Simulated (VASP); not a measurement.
# Ir (Fm-3m) in VASP: notebook

Runs on Ir. Level: PBE. Tasks: single point.

Program: VASP 6.6.1. These are calculated values, not measurements. Logs are shortened: lines on timing, memory, paths and dates and some standing lists are left out, and cuts for length are marked.

## (1) The cell of the first run

It takes space group Fm-3m (No. 225, cubic). The conventional cell has a = 3.831 Å, b = 3.831 Å, c = 3.831 Å, α = 90.00°, β = 90.00°, γ = 90.00°. Ir (site symmetry m-3m) has 12 Ir at 2.71 Å within 3.6 Å.

## (2) Single point, PBE

Input file INCAR:

```
SYSTEM = Ir
  PREC = Accurate
  ENCUT = 520
  EDIFF = 1E-7
  ISMEAR = -1
  SIGMA = 0.06
  LREAL = .False.
  LASPH = .True.
  NELM = 80
  ALGO = Fast
  ISIF = 2
  LWAVE = .False.
  LCHARG = .False.
  GGA = PE
  NBANDS = 10
```

Input file KPOINTS:

```
Automatic mesh
0
Gamma
  7 7 7
  0 0 0
```

Input file POSCAR:

```
Ir
1.0
    0.0000000000      1.9156000000      1.9156000000
    1.9156000000      0.0000000000      1.9156000000
    1.9156000000      1.9156000000      0.0000000000
Ir
1
Direct
    0.0000000000      0.0000000000      0.0000000000
```

Potentials or basis: VASP PAW PBE potentials, release 64 (Ir).

Command:

```
> cat potpaw_PBE.64/Ir/POTCAR > POTCAR
> mpirun -np 1 vasp_std > vasp.out
```

OUTCAR:

```text
SYSTEM = Ir
   PREC = Accurate
   ENCUT = 520
   EDIFF = 1E-7
   ISMEAR = -1
   LREAL = .False.
   LASPH = .True.
   NELM = 80
   ISIF = 2
   GGA = PE

 ion  position               nearest neighbor table
   1  0.000  0.000  0.000-

  LATTYP: Found a face centered cubic cell.
 ALAT       =     3.8312000000

  Lattice vectors:

 A1 = (   0.0000000000,   1.9156000000,   1.9156000000)
 A2 = (   1.9156000000,   0.0000000000,   1.9156000000)
 A3 = (   1.9156000000,   1.9156000000,   0.0000000000)

Analysis of symmetry for initial positions (statically):
[... 5 lines left out ...]
 face centered cubic supercell.

 Subroutine GETGRP returns: Found 48 space group operations
 (whereof 48 operations were pure point group operations)
 out of a pool of 48 trial point group operations.

The static configuration has the point symmetry O_h .

Analysis of symmetry for dynamics (positions and initial velocities):
[... 5 lines left out ...]
 face centered cubic supercell.

 Subroutine GETGRP returns: Found 48 space group operations
 (whereof 48 operations were pure point group operations)
 out of a pool of 48 trial point group operations.

The dynamic configuration has the point symmetry O_h .

 Subroutine INISYM returns: Found 48 space group operations
 (whereof 48 operations are pure point group operations),
 and found     1 'primitive' translations

----------------------------------------------------------------------------------------

                                     Primitive cell

  volume of cell :      14.0587

  direct lattice vectors                    reciprocal lattice vectors
     0.000000000  1.915600000  1.915600000    -0.261014826  0.261014826  0.261014826
     1.915600000  0.000000000  1.915600000     0.261014826 -0.261014826  0.261014826
     1.915600000  1.915600000  0.000000000     0.261014826  0.261014826 -0.261014826

  length of vectors
     2.709067500  2.709067500  2.709067500     0.452090940  0.452090940  0.452090940

  position of ions in fractional coordinates (direct lattice)
     0.000000000  0.000000000  0.000000000

  ion indices of the primitive-cell ions
   primitive index   ion index
                 1           1

----------------------------------------------------------------------------------------

 KPOINTS: Automatic mesh

Automatic generation of k-mesh.
 Grid dimensions read from file:
 generate k-points for:    7    7    7

 Generating k-lattice:
[... 57 lines left out ...]
   EDIFF  = 0.1E-06   stopping-criterion for ELM
   LREAL  =      F    real-space projection
   EDIFFG = 0.1E-05   stopping-criterion for IOM
   NSW    =      0    number of steps for IOM
   IBRION =     -1    ionic relax: 0-MD 1-quasi-New 2-CG
   NFREE  =      0    steps in history (QN), initial steepest desc. (CG)
   ISIF   =      2    stress and relaxation
   ISYM   =      2    0-nonsym 1-usesym 2-fastsym
   POTIM  = 0.5000    time-step for ionic-motion
   TEBEG  =    0.0;   TEEND  =   0.0 temperature during run
   PSTRESS=    0.0 pullay stress
   NELECT =       9.0000    total number of electrons
   NUPDOWN=      -1.0000    fix difference up-down
   EMIN   =  10.00;   EMAX   =-10.00  energy-range for DOS
   EFERMI =   0.00;   METHOD = LEGACY
   ISMEAR =    -1;   SIGMA  =   0.06  broadening in eV -4-tet -1-fermi 0-gaus
   EFERMI_NEDOS =   21; number of points for ismear=-14 and -15
   IALGO  =     68    algorithm
   IMIX   =      4    mixing-type and parameters
     AMIX     =   0.40;   BMIX     =  1.00
     AMIX_MAG =   1.60;   BMIX_MAG =  1.00
  volume/ion in A,a.u.               =      14.06        94.87
  Fermi-wavevector in a.u.,A,eV,Ry     =   1.410937  2.666284 27.085691  1.990742
  Thomas-Fermi vector in A             =   2.532839
   LORBIT       =      0    0 simple, 1 ext, 2 COOP (PROOUT), +10 PAW based schemes
   GGA     = PE    functional components
   LHFCALC =     F    Hartree Fock is set to
   AEXX    =    0.0000 exact exchange contribution
   IVDW    =     0    specifies the selected vdW correction
   LEPSILON=     F    determine dielectric tensor
   LRPA    =     F    only Hartree local field effects (RPA)
 non-spin polarized calculation
 RMM-DIIS sequential band-by-band and
  energy-cutoff  :      520.00
  volume of cell :       14.06
 maximum number of plane-waves:       387
   NGX =  9   NGY =  9   NGZ =  9

 number of electron       9.0000000 magnetization

 Free energy of the ion-electron system (eV)
  ---------------------------------------------------
  ext. energy  EPLUGINS =         0.00000000
  ---------------------------------------------------
  free energy    TOTEN  =        -8.91372638 eV

  energy without entropy =       -8.90788687  energy(sigma->0) =       -8.91080662

 E-fermi :  10.6459     XC(G=0): -14.0218

 val. band max:       10.5267641992   @ k =   0.2857   0.2857   0.0000
 cond. band min:      10.6651549945   @ k =  -0.4286   0.4286   0.0000
 fundamental gap:      0.1383907952
 Fermi energy:        10.6458622494

 k-point     1 :       0.0000    0.0000    0.0000
  band No.  band energies     occupation
      1      -0.6732      2.00000
      2       6.5987      2.00000
      3       6.5987      2.00000
      4       6.5987      2.00000
      5       9.3259      2.00000
      6       9.3259      2.00000
      7      24.8154      0.00000
      8      30.4572      0.00000
      9      30.4572      0.00000
     10      30.4572      0.00000
[... 235 lines left out ...]
 k-point    20 :      -0.2857    0.4286    0.1429
  band No.  band energies     occupation
      1       4.1781      2.00000
      2       4.9744      2.00000
      3       6.2958      2.00000
      4       8.9159      2.00000
      5      11.5269      0.00000
      6      17.2049      0.00000
      7      19.4608      0.00000
      8      21.2084      0.00000
      9      25.0438      0.00000
     10      33.6686      0.00000

------------------------ aborting loop because EDIFF is reached ----------------------------------------

  FORCE on cell =-STRESS in cart. coord.  units (eV):
  Direction    XX          YY          ZZ          XY          YZ          ZX
  --------------------------------------------------------------------------------------
  -------------------------------------------------------------------------------------
  Total        0.9682098      0.9682098      0.9682098      0.0000000      0.0000000      0.0000000
  in kB      110.3406609    110.3406609    110.3406609      0.0000000      0.0000000      0.0000000
  external PRESSURE =     110.3406609 kB  Pullay stress =       0.0000000 kB

 VOLUME and BASIS-vectors are now :
 -----------------------------------------------------------------------------
  energy-cutoff  :      520.00
  volume of cell :       14.06
      direct lattice vectors                 reciprocal lattice vectors
     0.000000000  1.915600000  1.915600000    -0.261014826  0.261014826  0.261014826
     1.915600000  0.000000000  1.915600000     0.261014826 -0.261014826  0.261014826
     1.915600000  1.915600000  0.000000000     0.261014826  0.261014826 -0.261014826

 POSITION                                       TOTAL-FORCE (eV/Angst)
 -----------------------------------------------------------------------------------
      0.00000      0.00000      0.00000         0.000000      0.000000      0.000000
 -----------------------------------------------------------------------------------
    total drift:                                0.000000      0.000000     -0.000000

  FREE ENERGIE OF THE ION-ELECTRON SYSTEM (eV)
  ---------------------------------------------------
  free  energy   TOTEN  =        -8.9137263773 eV

  energy  without entropy=       -8.9078868662  energy(sigma->0) =       -8.91080662
```

OSZICAR:

```text
N       E                     dE             d eps       ncg     rms          rms(c)
DAV:   1     0.522712903542E+02    0.52271E+02   -0.43993E+03   400   0.820E+02
DAV:   2    -0.860640107499E+01   -0.60878E+02   -0.58579E+02   412   0.202E+02
DAV:   3    -0.945539276083E+01   -0.84899E+00   -0.84022E+00   486   0.295E+01
DAV:   4    -0.946254459758E+01   -0.71518E-02   -0.71509E-02   448   0.245E+00
DAV:   5    -0.946270264898E+01   -0.15805E-03   -0.15805E-03   472   0.355E-01    0.154E+01
RMM:   6    -0.899803823543E+01    0.46466E+00   -0.37655E-01   418   0.768E+00    0.617E+00
RMM:   7    -0.891790336804E+01    0.80135E-01   -0.15764E-01   428   0.368E+00    0.159E+00
RMM:   8    -0.891595121666E+01    0.19522E-02   -0.18030E-02   488   0.167E+00    0.106E+00
RMM:   9    -0.891433170639E+01    0.16195E-02   -0.30590E-03   481   0.449E-01    0.338E-01
RMM:  10    -0.891371328937E+01    0.61842E-03   -0.21049E-03   431   0.648E-01    0.475E-02
RMM:  11    -0.891372816479E+01   -0.14875E-04   -0.20326E-04   519   0.137E-01    0.500E-02
RMM:  12    -0.891373161059E+01   -0.34458E-05   -0.27639E-05   509   0.380E-02    0.607E-02
RMM:  13    -0.891372660117E+01    0.50094E-05   -0.84157E-06   449   0.299E-02    0.978E-03
RMM:  14    -0.891372660047E+01    0.70600E-09   -0.15413E-06   532   0.121E-02    0.850E-03
RMM:  15    -0.891372644247E+01    0.15800E-06   -0.17881E-07   330   0.324E-03    0.685E-03
RMM:  16    -0.891372637730E+01    0.65168E-07   -0.20385E-07   300   0.546E-03
   1 F= -.89137264E+01 E0= -.89108066E+01  d E =-.583951E-02
```

stdout:

```text
POSCAR found type information on POSCAR Ir
 POSCAR found :  1 types and       1 ions
 scaLAPACK will be used
 LDA part: xc-table for (Slater+PW92), standard interpolation
 POSCAR, INCAR and KPOINTS ok, starting setup
 FFT: planning ... GRIDC
 FFT: planning ... GRID_SOFT
 FFT: planning ... GRID
 WAVECAR not read
 entering main loop
```

Wall time 7.9 s (1 thread of Intel Xeon 6975P-C, shared host); peak memory 0.13 GiB.

What came out:

```yaml
Free_energy: -8.9137 eV
Pressure: 11.0 GPa
```

Levels at points of the mesh, in eV from the Fermi level:
| k point | band 1 | band 2 | band 3 | band 4 | band 5 | band 6 | band 7 | band 8 |
| --- | --- | --- | --- | --- | --- | --- | --- | --- |
| (0.00, 0.00, 0.00) | -11.32 | -4.05 | -4.05 | -4.05 | -1.32 | -1.32 | 14.17 | 19.81 |

Caveat: the k points lie up to 0.41 Å⁻¹ apart; spin-orbit coupling is left out, which moves the levels of the heavy elements.

## (3) Single point, PBE

Input file INCAR:

```
SYSTEM = Ir
  PREC = Accurate
  ENCUT = 520
  EDIFF = 1E-6
  ISMEAR = 0
  SIGMA = 0.014
  LREAL = .FALSE.
  LASPH = .TRUE.
  NELM = 60
  ALGO = Normal
  ISIF = 2
  LWAVE = .FALSE.
  LCHARG = .TRUE.
  GGA = PE
  LELF = .TRUE.
  LVHAR = .TRUE.
  NBANDS = 10
```

Input file KPOINTS:

```
Automatic mesh
0
G
  12 12 12
  0 0 0
```

POSCAR is that of step 2.

Potentials or basis: VASP PAW PBE potentials, release 64 (Ir).

Command:

```
> cat potpaw_PBE.64/Ir/POTCAR > POTCAR
> mpirun -np 1 vasp_std > vasp.out
```

Wall time 13 s (1 thread of Intel Xeon 6975P-C, shared host); peak memory 0.13 GiB.

It converged, with:

- Free energy: -8.8513 eV
- Pressure: 11.8 GPa

Levels at points of the mesh, in eV from the Fermi level:
```csv
k point,band 1,band 2,band 3,band 4,band 5,band 6,band 7,band 8,band 9
"(0.00, 0.00, 0.00)",-11.22,-3.95,-3.95,-3.95,-1.24,-1.24,14.29,19.91,19.91
"(0.50, 0.00, 0.00)",-8.19,-4.06,-4.06,-0.81,0.88,0.88,7.30,13.83,19.82
"(0.50, 0.50, 0.00)",-8.02,-7.44,0.84,1.46,1.46,1.67,10.57,11.71,11.71
```

Caveat: spin-orbit coupling is left out, which moves the levels of the heavy elements.
